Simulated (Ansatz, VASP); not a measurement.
# YbH3: VASP beside Ansatz

INCAR

```
SYSTEM = YbH3
  ALGO = Normal
  EDIFF = 1E-6
  ENCUT = 520
  GGA = CA
  ISIF = 2
  ISMEAR = -1
  LASPH = .TRUE.
  LCHARG = .FALSE.
  LREAL = .FALSE.
  LWAVE = .FALSE.
  NBANDS = 22
  NELM = 60
  PREC = Accurate
  SIGMA = 0.15
```

Contents of KPOINTS:

```
k-points
0
G
  8 8 8
  0 0 0
```

POSCAR

```
YbH3
1.0
    0.0000000000      2.6049710000      2.6049710000
    2.6049710000      0.0000000000      2.6049710000
    2.6049710000      2.6049710000      0.0000000000
Yb H
1 3
Direct
    0.0000000000      0.0000000000      0.0000000000
    0.7500000000      0.7500000000      0.7500000000
    0.2500000000      0.2500000000      0.2500000000
    0.5000000000      0.5000000000      0.5000000000
```

Input for Ansatz:

```yaml
crystal:
  lattice:
    - [0.0, 2.604971, 2.604971]
    - [2.604971, 0.0, 2.604971]
    - [2.604971, 2.604971, 0.0]
  atoms:
    - { symbol: Yb, position: [0.0, 0.0, 0.0] }
    - { symbol: H, position: [0.75, 0.75, 0.75] }
    - { symbol: H, position: [0.25, 0.25, 0.25] }
    - { symbol: H, position: [0.5, 0.5, 0.5] }
basis:
  ecutwfc: 517.016338673772
kpoints:
  mp_grid:
    grid: [8, 8, 8]
hamiltonian:
  xc: lda
scf:
  occupations:
    method: fermi_dirac
    width: 0.15
output:
  stress: true
```

Alike in both runs: task single point; functional LDA; k mesh 8 × 8 × 8; occupations fermi-dirac, width 0.15 eV; no spin polarisation.

```csv
,VASP,Ansatz
version,VASP 6.6.1,Ansatz 0.2.0
potentials or method,"VASP PAW PBE potentials, release 64 (Yb, H), cutoff 520 eV","plane waves, PAW"
valence electrons in the cell,27,27
```

|  | VASP | Ansatz | Ansatz less VASP |
| --- | --- | --- | --- |
| pressure (GPa) | -11.3 | -11.2 | +0.09 |

VASP's potentials were made for PBE, not for LDA. LDA's correlation is that of Perdew and Zunger in VASP and of Perdew and Wang (1992) in Ansatz.

Neither program's run includes spin-orbit coupling.
